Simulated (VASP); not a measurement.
## Rb2Mn: relaxation of cell and atoms with PBE

Crystal: Rb2Mn.

```
Rb Mn
1.0
     0.00000    3.59731    3.59731
     3.59731    0.00000    3.59731
     3.59731    3.59731    0.00000
Rb Mn
2 1
Direct
  0.25000 0.25000 0.25000
  0.75000 0.75000 0.75000
  0.00000 0.00000 0.00000
```

```yaml
Program: VASP 6.6.1
Task: relaxation of cell and atoms
Functional: PBE
Potentials_or_basis: VASP PAW PBE potentials, release 64 (Rb_sv, Mn_pv)
Cutoff: 600 eV
k_mesh: 4 × 4 × 4
Occupations: gaussian, width 0.1 eV
Spin: collinear spin, ferromagnetic start
Starting_moments: "[0.0, 0.0, 4.21] μB"
Dipole_correction: no
Further_INCAR_settings: ALGO = Normal; EDIFF = 1e-07; IBRION = 2; EDIFFG = -0.04; NSW = 90; ISIF = 3
```

The relaxed volume is 63.61 Å³/atom and the relaxed cell is a = 6.462 Å, b = 6.462 Å, c = 6.462 Å, α = 60.00°, β = 60.00°, γ = 60.00°. The space group after relaxing (to 0.1 Å) is Fm-3m (No. 225). The energy gained by relaxing is 650.6 meV/atom and the ionic steps are 5. The pressure after relaxing is 0.0 GPa. The net moment is 5.05 μB per cell. The site moments are Rb +0.01; Mn +4.33 μB and the valence electrons inside the program's atomic spheres are Rb 7.30; Mn 11.28.

The path:
| step | energy change (eV) | largest force (eV/Å) | pressure (GPa) | volume (Å³) |
| --- | --- | --- | --- | --- |
| 1 | 0.0000 | 0.0000 | 10.74 | 93.10 |
| 2 | -1.3538 | 0.0000 | 4.10 | 124.04 |
| 3 | -1.8838 | 0.0000 | 0.86 | 162.69 |
| 4 | -1.9430 | 0.0000 | 0.29 | 179.18 |
| 5 | -1.9519 | 0.0000 | -0.03 | 190.84 |

Final structure:
```cif
data_structure
_symmetry_space_group_name_H-M 'P 1'
_symmetry_Int_Tables_number 1
_cell_length_a 6.4624
_cell_length_b 6.4624
_cell_length_c 6.4624
_cell_angle_alpha 60.000
_cell_angle_beta 60.000
_cell_angle_gamma 60.000
_cell_volume 190.84
loop_
_atom_site_label
_atom_site_type_symbol
_atom_site_fract_x
_atom_site_fract_y
_atom_site_fract_z
_atom_site_occupancy
Rb1 Rb 0.25000 0.25000 0.25000 1
Rb2 Rb 0.75000 0.75000 0.75000 1
Mn1 Mn 0.00000 0.00000 0.00000 1
```

Levels at points of the mesh, in eV from the Fermi level:
Spin up:
| k point | band 16 | band 17 | band 18 | band 19 | band 20 | band 21 |
| --- | --- | --- | --- | --- | --- | --- |
| (0.00, 0.00, 0.00) | -3.53 | -3.38 | 0.81 | 0.81 | 0.81 | 1.73 |
| (0.50, 0.00, 0.00) | -3.53 | -2.72 | -0.65 | 1.04 | 1.04 | 2.44 |
| (0.50, 0.50, 0.00) | -3.53 | -2.51 | -0.65 | 0.98 | 0.98 | 1.02 |
Spin down:
```csv
k point,band 11,band 12,band 13,band 14,band 15,band 16
"(0.00, 0.00, 0.00)",-12.43,-2.70,0.19,0.19,0.19,0.29
"(0.50, 0.00, 0.00)",-12.49,-1.82,-0.37,0.11,0.18,0.18
"(0.50, 0.50, 0.00)",-12.41,-1.49,-0.37,-0.02,0.10,0.21
```

It took 6.2 min on 1 thread of AMD EPYC 7R43 64-Core Processor (Zen 3) (shared host), peak memory 0.29 GiB.

Caveat: the k points lie up to 0.30 Å⁻¹ apart in the final cell; the volume moved by over 15 % at a fixed basis, so the end points are rough.
